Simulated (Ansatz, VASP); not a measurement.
SnPb5O6 in VASP and in Ansatz

File INCAR:

```
PREC = Accurate
ENCUT = 520
EDIFF = 1E-6
ISMEAR = 0
SIGMA = 0.1
LREAL = False
LASPH = True
NELM = 80
ALGO = Normal
ISIF = 2
LWAVE = False
LCHARG = True
GGA = PE
LELF = True
LVHAR = True
NBANDS = 72
```

The input KPOINTS:

```
regular mesh
0
Gamma
  4 4 1
```

File POSCAR:

```
SnPb5O6
1.0
    3.9526956000      0.0000000000      0.0000000000
    0.0000000000      3.9526956000      0.0000000000
    0.0000000000      0.0000000000     15.1950901000
Sn Pb O
1 5 6
Direct
    0.5000000000      0.5000000000      0.5882087200
    0.0000000000      0.0000000000      0.0784579500
    0.0000000000      0.0000000000      0.4117912800
    0.0000000000      0.0000000000      0.7451246200
    0.5000000000      0.5000000000      0.2548753800
    0.5000000000      0.5000000000      0.9215420500
    0.5000000000      0.0000000000      0.0000000000
    0.5000000000      0.0000000000      0.3333333300
    0.5000000000      0.0000000000      0.6666666700
    0.0000000000      0.5000000000      0.0000000000
    0.0000000000      0.5000000000      0.3333333300
    0.0000000000      0.5000000000      0.6666666700
```

Input for Ansatz:

```yaml
crystal:
  lattice:
    - [3.9526956, 0.0, 0.0]
    - [0.0, 3.9526956, 0.0]
    - [0.0, 0.0, 15.1950901]
  atoms:
    - { symbol: Sn, position: [0.5, 0.5, 0.58820872] }
    - { symbol: Pb, position: [0.0, 0.0, 0.07845795] }
    - { symbol: Pb, position: [0.0, 0.0, 0.41179128] }
    - { symbol: Pb, position: [0.0, 0.0, 0.74512462] }
    - { symbol: Pb, position: [0.5, 0.5, 0.25487538] }
    - { symbol: Pb, position: [0.5, 0.5, 0.92154205] }
    - { symbol: O, position: [0.5, 0.0, 0.0] }
    - { symbol: O, position: [0.5, 0.0, 0.33333333] }
    - { symbol: O, position: [0.5, 0.0, 0.66666667] }
    - { symbol: O, position: [0.0, 0.5, 0.0] }
    - { symbol: O, position: [0.0, 0.5, 0.33333333] }
    - { symbol: O, position: [0.0, 0.5, 0.66666667] }
basis:
  ecutwfc: 420
kpoints:
  mp_grid: { grid: [4, 4, 1] }
hamiltonian:
  xc: pbe
scf:
  occupations: { method: gaussian, width: 0.1 }
  lower_state_search: "off"
output:
  forces: true
  stress: true
  eigenvalues: true
```

Alike in both runs: task single point; functional PBE; k mesh 4 × 4 × 1; occupations gaussian, width 0.1 eV; no spin polarisation.

|  | VASP | Ansatz |
| --- | --- | --- |
| version | VASP 6.6.1 | Ansatz 0.2.0 |
| potentials or method | VASP PAW PBE potentials, release 64 (Sn_d, Pb_d, O), cutoff 520 eV | scalar-relativistic, plane waves, PAW |
| valence electrons in the cell | 120 | 120 |

Ansatz gave:

| Item | Value |
| --- | --- |
| gap on the k mesh at the Fermi level (eV) | 1.04 |
| least direct gap on the mesh (eV) | 1.88 |
| pressure (GPa) | 3.5 |
| traceless stress, the component that is largest in VASP (GPa) | -0.80 |
| rms of the force components (eV/Å) | 0.292 |

**Question.** Which values does VASP return?

**Answer.** gap on the k mesh at the Fermi level (eV): 1.05; least direct gap on the mesh (eV): 1.86; pressure (GPa): 3.6; traceless stress, the component that is largest in VASP (GPa): -0.81; rms of the force components (eV/Å): 0.295.

Atom by atom the forces differ by 0.019 eV/Å (rms over components).

Spin-orbit coupling is off throughout.
